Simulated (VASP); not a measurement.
# NaI (I4mm) in VASP: notebook

Runs on NaI. Level: PBEsol. Tasks: single point.

All numbers are computed with VASP 6.6.1; they aren't measurements. Logs are shortened: lines on timing, memory, paths and dates and some standing lists are left out, and cuts for length are marked.

## 1. The cell of the first run

Symmetry: I4mm, No. 107, tetragonal system. The conventional cell has a = 4.577 Å, b = 4.577 Å, c = 6.473 Å, α = 90.00°, β = 90.00°, γ = 90.00°. Within 3.9 Å of Na (site symmetry 4mm) lie 6 I at 2.99 to 3.49 Å. Within 3.9 Å of I (site symmetry 4mm) lie 6 Na at 2.99 to 3.49 Å.

## 2. Single point, PBEsol (all I atoms moved -0.250 Å, as atom 2 along Cartesian [0 1 0])

INCAR

```
  ALGO = Normal
  EDIFF = 1E-6
  ENCUT = 520
  GGA = PS
  ISIF = 2
  ISMEAR = 0
  LASPH = True
  LCHARG = True
  LELF = True
  LREAL = False
  LVHAR = True
  LWAVE = False
  NBANDS = 14
  NELM = 60
  PREC = Accurate
  SIGMA = 0.05
```

KPOINTS

```
k-points
0
Gamma
  6 6 6
```

POSCAR

```
NaI
1.0
    0.0000000000      3.2364000000      3.2364000000
    3.2364000000      0.0000000000      3.2364000000
    3.2364000000      3.2364000000      0.0000000000
Na I
1 1
Direct
    0.0000000000      0.0000000000      0.0000000000
    0.4613768385      0.5386231615      0.4613768385
```

Potentials or basis: VASP PAW PBE potentials, release 64 (Na_pv, I).

Started as:

```
$ cat potpaw_PBE.64/Na_pv/POTCAR potpaw_PBE.64/I/POTCAR > POTCAR
$ mpirun -np 1 vasp_std > vasp.out
```

OUTCAR:

```text
EDIFF = 1E-6
   ENCUT = 520
   GGA = PS
   ISIF = 2
   ISMEAR = 0
   LASPH = True
   LREAL = False
   NELM = 60
   PREC = Accurate

 ion  position               nearest neighbor table
   1  0.000  0.000  0.000-   2 2.99
   2  0.461  0.539  0.461-   1 2.99

  LATTYP: Found a face centered cubic cell.
 ALAT       =     6.4728000000

  Lattice vectors:

 A1 = (   0.0000000000,   3.2364000000,   3.2364000000)
 A2 = (   3.2364000000,   0.0000000000,   3.2364000000)
 A3 = (   3.2364000000,   3.2364000000,   0.0000000000)

Analysis of symmetry for initial positions (statically):
=====================================================================
 Subroutine PRICEL returns:
 Original cell was already a primitive cell.

 Routine SETGRP: Setting up the symmetry group for a
 face centered cubic supercell.

 Subroutine GETGRP returns: Found  8 space group operations
 (whereof  8 operations were pure point group operations)
 out of a pool of 48 trial point group operations.

The static configuration has the point symmetry C_4v.

Analysis of symmetry for dynamics (positions and initial velocities):
=====================================================================
 Subroutine PRICEL returns:
 Original cell was already a primitive cell.

 Routine SETGRP: Setting up the symmetry group for a
 face centered cubic supercell.

 Subroutine GETGRP returns: Found  8 space group operations
 (whereof  8 operations were pure point group operations)
 out of a pool of 48 trial point group operations.

The dynamic configuration has the point symmetry C_4v.

 Subroutine INISYM returns: Found  8 space group operations
 (whereof  8 operations are pure point group operations),
 and found     1 'primitive' translations

----------------------------------------------------------------------------------------

                                     Primitive cell

  volume of cell :      67.7980

  direct lattice vectors                    reciprocal lattice vectors
     0.000000000  3.236400000  3.236400000    -0.154492646  0.154492646  0.154492646
     3.236400000  0.000000000  3.236400000     0.154492646 -0.154492646  0.154492646
     3.236400000  3.236400000  0.000000000     0.154492646  0.154492646 -0.154492646

  length of vectors
     4.576960773  4.576960773  4.576960773     0.267589113  0.267589113  0.267589113

  position of ions in fractional coordinates (direct lattice)
     0.000000000  0.000000000  0.000000000
     0.461376839  0.538623161  0.461376839

  ion indices of the primitive-cell ions
   primitive index   ion index
                 1           1
                 2           2
[... 85 lines left out ...]
   EMIN   =  10.00;   EMAX   =-10.00  energy-range for DOS
   EFERMI =   0.00;   METHOD = LEGACY
   ISMEAR =     0;   SIGMA  =   0.05  broadening in eV -4-tet -1-fermi 0-gaus
   EFERMI_NEDOS =   21; number of points for ismear=-14 and -15
   IALGO  =     38    algorithm
   IMIX   =      4    mixing-type and parameters
     AMIX     =   0.40;   BMIX     =  1.00
     AMIX_MAG =   1.60;   BMIX_MAG =  1.00
  volume/ion in A,a.u.               =      33.90       228.76
  Fermi-wavevector in a.u.,A,eV,Ry     =   0.967636  1.828567 12.739397  0.936319
  Thomas-Fermi vector in A             =   2.097538
   LORBIT       =      0    0 simple, 1 ext, 2 COOP (PROOUT), +10 PAW based schemes
   GGA     = PS    functional components
   LHFCALC =     F    Hartree Fock is set to
   AEXX    =    0.0000 exact exchange contribution
   IVDW    =     0    specifies the selected vdW correction
   LEPSILON=     F    determine dielectric tensor
   LRPA    =     F    only Hartree local field effects (RPA)
 non-spin polarized calculation
 Gauss-broadening in eV      SIGMA  =   0.05
  energy-cutoff  :      520.00
  volume of cell :       67.80
 maximum number of plane-waves:      1853
 NGX is ok and might be reduce to    36
   NGX = 17   NGY = 17   NGZ = 17

 number of electron      13.9999993 magnetization

 Free energy of the ion-electron system (eV)
  ---------------------------------------------------
  ext. energy  EPLUGINS =         0.00000000
  ---------------------------------------------------
  free energy    TOTEN  =        -5.63681826 eV

  energy without entropy =       -5.63681826  energy(sigma->0) =       -5.63681826

 E-fermi :   0.9360     XC(G=0):  -7.8365

 val. band max:        0.7135138277   @ k =   0.0000   0.0000   0.0000
 cond. band min:       4.2303122223   @ k =   0.0000   0.0000   0.0000
 fundamental gap:      3.5167983946
 Fermi energy:         0.9360386364

 k-point     1 :       0.0000    0.0000    0.0000
  band No.  band energies     occupation
      1     -21.5169      2.00000
      2     -21.5135      2.00000
      3     -21.5135      2.00000
      4     -10.3464      2.00000
      5       0.6901      2.00000
      6       0.7135      2.00000
      7       0.7135      2.00000
      8       4.2303      0.00000
      9       8.5602      0.00000
     10       8.5602      0.00000
     11       8.5853      0.00000
     12      10.4449      0.00000
     13      10.5031      0.00000
     14      10.9228      0.00000
[... 377 lines left out ...]
      1     -21.5191      2.00000
      2     -21.5171      2.00000
      3     -21.5144      2.00000
      4     -10.0197      2.00000
      5      -0.9941      2.00000
      6      -0.2300      2.00000
      7       0.1997      2.00000
      8       6.5933      0.00000
      9       7.3190      0.00000
     10       7.6042      0.00000
     11       9.6785      0.00000
     12      10.7533      0.00000
     13      12.7911      0.00000
     14      13.5798      0.00000

 [... further k-points ...]

------------------------ aborting loop because EDIFF is reached ----------------------------------------

  FORCE on cell =-STRESS in cart. coord.  units (eV):
  Direction    XX          YY          ZZ          XY          YZ          ZX
  --------------------------------------------------------------------------------------
  -------------------------------------------------------------------------------------
  Total       -0.2246522      0.2709058     -0.2246522      0.0000000      0.0000000     -0.0000000
  in kB       -5.3089014      6.4019515     -5.3089014      0.0000000      0.0000000     -0.0000000
  external PRESSURE =      -1.4052838 kB  Pullay stress =       0.0000000 kB

 VOLUME and BASIS-vectors are now :
 -----------------------------------------------------------------------------
  energy-cutoff  :      520.00
  volume of cell :       67.80
      direct lattice vectors                 reciprocal lattice vectors
     0.000000000  3.236400000  3.236400000    -0.154492646  0.154492646  0.154492646
     3.236400000  0.000000000  3.236400000     0.154492646 -0.154492646  0.154492646
     3.236400000  3.236400000  0.000000000     0.154492646  0.154492646 -0.154492646

 POSITION                                       TOTAL-FORCE (eV/Angst)
 -----------------------------------------------------------------------------------
      0.00000      0.00000      0.00000         0.000000     -0.266275      0.000000
      3.23640      2.98640      3.23640         0.000000      0.266275      0.000000
 -----------------------------------------------------------------------------------
    total drift:                                0.000000      0.000211      0.000000

  FREE ENERGIE OF THE ION-ELECTRON SYSTEM (eV)
  ---------------------------------------------------
  free  energy   TOTEN  =        -5.6368182614 eV

  energy  without entropy=       -5.6368182614  energy(sigma->0) =       -5.63681826
```

stdout:

```text
POSCAR found type information on POSCAR NaI
 POSCAR found :  2 types and       2 ions
 scaLAPACK will be used
 -----------------------------------------------------------------------------
|                                                                             |
|                                                                             |
|     You enforced a specific xc type in the INCAR file but a different       |
|     I HOPE YOU KNOW WHAT YOU ARE DOING!                                     |
|                                                                             |
 -----------------------------------------------------------------------------

 LDA part: xc-table for (Slater+PW92), standard interpolation
 POSCAR, INCAR and KPOINTS ok, starting setup
 FFT: planning ... GRIDC
 FFT: planning ... GRID_SOFT
 FFT: planning ... GRID
 WAVECAR not read
 entering main loop
```

It took 10 s on 1 thread of Intel Xeon 6975P-C (Granite Rapids), shared host; peak memory 0.21 GiB.

Results:

```
Free energy            : -5.6368 eV
Pressure               : -0.1 GPa
Largest force          : 0.266 eV/Å
Band gap on the k mesh : 3.52 eV, direct
```

Forces in eV/Å, atoms in the order of the input:
```
Na   0.000 -0.266  0.000
I    0.000  0.266  0.000
```

Stress tensor (GPa, compression positive):
```
-0.53  0.00  0.00
 0.00  0.64  0.00
 0.00  0.00 -0.53
```

Levels at points of the mesh, in eV from the valence-band top:
| k point | band 4 | band 5 | band 6 | band 7 | band 8 | band 9 | band 10 | band 11 |
| --- | --- | --- | --- | --- | --- | --- | --- | --- |
| (0.00, 0.00, 0.00) | -11.06 | -0.02 | 0.00 | 0.00 | 3.52 | 7.85 | 7.85 | 7.87 |
| (0.50, 0.00, 0.00) | -10.74 | -2.21 | -0.30 | -0.28 | 4.95 | 7.38 | 7.40 | 8.68 |
| (0.50, 0.50, 0.00) | -10.67 | -1.94 | -0.77 | -0.75 | 4.45 | 5.42 | 9.72 | 11.21 |
| (0.50, 0.00, 0.50) | -10.67 | -1.95 | -0.75 | -0.75 | 4.46 | 5.43 | 9.69 | 11.21 |

Caveat: the cell differs from its parent crystal (all I atoms moved -0.250 Å, as atom 2 along Cartesian [0 1 0]); the PAW data sets were made with another functional, which shifts forces and pressure a little; spin-orbit coupling is left out, which moves the levels of the heavy elements.

(Part 1 of 2 ends here.)
